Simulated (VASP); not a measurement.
Here is a VASP 6.6.1 calculation.

INCAR

```
ALGO = Normal
EDIFF = 1E-6
ENCUT = 520
GGA = RP
ISIF = 2
ISMEAR = -1
IVDW = 13
LASPH = True
LCHARG = False
LREAL = False
LWAVE = False
NBANDS = 16
NELM = 80
PREC = Accurate
SIGMA = 0.05
```

KPOINTS

```
k-points
0
Gamma
  10 10 10
```

The input POSCAR:

```
WC
1.0
    0.0000000000      2.1698000100      2.1698000100
    2.1698000100      0.0000000000      2.1698000100
    2.1698000100      2.1698000100      0.0000000000
W C
1 1
Direct
    0.0000000000      0.0000000000      0.0000000000
    0.5000000000      0.5000000000      0.5000000000
```

Potentials or basis: VASP PAW PBE potentials, release 64 (W_sv, C).

Command:

```sh
$ cat potpaw_PBE.64/W_sv/POTCAR potpaw_PBE.64/C/POTCAR > POTCAR
$ mpirun -np 1 vasp_std > vasp.out
```

(1) Predict the band gap on the k mesh.

(2) Estimate the pressure.

(3) Estimate the dispersion energy per atom.

Results:

(1) zero (band 9 reaches 14.11 eV, above the bottom of band 10 at 10.77 eV).

(2) 0.9 GPa.

(3) -0.947 eV.

Caveat: the PAW data sets were made with another functional, which shifts forces and pressure a little; spin-orbit coupling is left out, which moves the levels of the heavy elements; pairwise dispersion overbinds metals, which lowers pressure and volume.
